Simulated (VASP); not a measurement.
Ti, 1 atom in the cell. Symmetry: Fm-3m, No. 225, cubic system. Conventional cell: a = 4.060 Å, b = 4.060 Å, c = 4.060 Å, α = 90.00°, β = 90.00°, γ = 90.00°. Within 3.8 Å of Ti (site symmetry m-3m) lie 12 Ti at 2.87 Å. 

| Quantity | Value |
| --- | --- |
| Program | VASP 6.6.1 |
| Task | single point |
| Functional | PBEsol |
| Potentials or basis | VASP PAW PBE potentials, release 64 (Ti_sv) |
| Cutoff | 520 eV |
| k mesh | 10 × 10 × 10 |
| Occupations | fermi-dirac, width 0.15 eV |
| Spin | no spin polarisation |
| Dipole correction | no |
| Further INCAR settings | ALGO = Normal; EDIFF = 1e-06; NBANDS = 12 |

Potentials or basis: VASP PAW PBE potentials, release 64 (Ti_sv).

Command:

```sh
$ cat potpaw_PBE.64/Ti_sv/POTCAR > POTCAR
$ mpirun -np 1 vasp_std > vasp.out
```

Hardware: 1 thread of AMD EPYC 9R14 (Zen 4), with other jobs on the host.

Q: How long does it take, and how much memory?

A: It took 7.5 s on 1 thread of AMD EPYC 9R14 (Zen 4) (shared host), peak memory 0.11 GiB. Counts: scf iterations 12, k points 47.
